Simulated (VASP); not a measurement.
Set up this calculation in VASP 6.6.1, as the native input.

| Item | Value |
| --- | --- |
| Task | single point |
| Functional | LDA |
| Potentials or basis | VASP PAW LDA potentials, release 64 (Si, Ge_d) |
| Cutoff | 520 eV |
| k mesh | 12 × 12 × 6 |
| Occupations | gaussian, width 0.03 eV |
| Spin | no spin polarisation |
| Dipole correction | no |
| Further INCAR settings | ALGO = Normal; EDIFF = 1e-07; NBANDS = 26 |

The structure of SiGe lies in POSCAR:

```
SiGe
1.0
    3.9371113814      0.0000000000      0.0000000000
   -1.9685556907      3.4096384739      0.0000000000
    0.0000000000      0.0000000000      6.5064941378
Si Ge
2 2
Direct
    0.6666666667      0.3333333333      0.8745031008
    0.3333333333      0.6666666667      0.3745031008
    0.6666666667      0.3333333333      0.5239526465
    0.3333333333      0.6666666667      0.0239526465
```

The input as run:

INCAR

```
  PREC = Accurate
  ENCUT = 520
  EDIFF = 1E-7
  ISMEAR = 0
  SIGMA = 0.03
  LREAL = F
  LASPH = T
  NELM = 100
  ALGO = Normal
  ISIF = 2
  LWAVE = F
  LCHARG = F
  GGA = CA
  NBANDS = 26
```

KPOINTS

```
regular mesh
0
Gamma
  12 12 6
```

Potentials or basis: VASP PAW LDA potentials, release 64 (Si, Ge_d).

Launch:

```bash
$ cat potpaw_LDA.64/Si/POTCAR potpaw_LDA.64/Ge_d/POTCAR > POTCAR
$ mpirun -np 1 vasp_std > vasp.out
```

Results of the run:

- Pressure: -3.2 GPa
- Largest force: 2.068 eV/Å
- Band gap on the k mesh: zero (band 18 reaches 5.61 eV, above the bottom of band 19 at 5.38 eV)

Caveat: forces of over 1 eV/Å act on the atoms, so gaps and moduli don't describe the material at rest.

Wall time 3.5 min on 1 thread of AMD EPYC 7R43 64-Core Processor (Zen 3), on a shared host, peak memory 0.23 GiB.
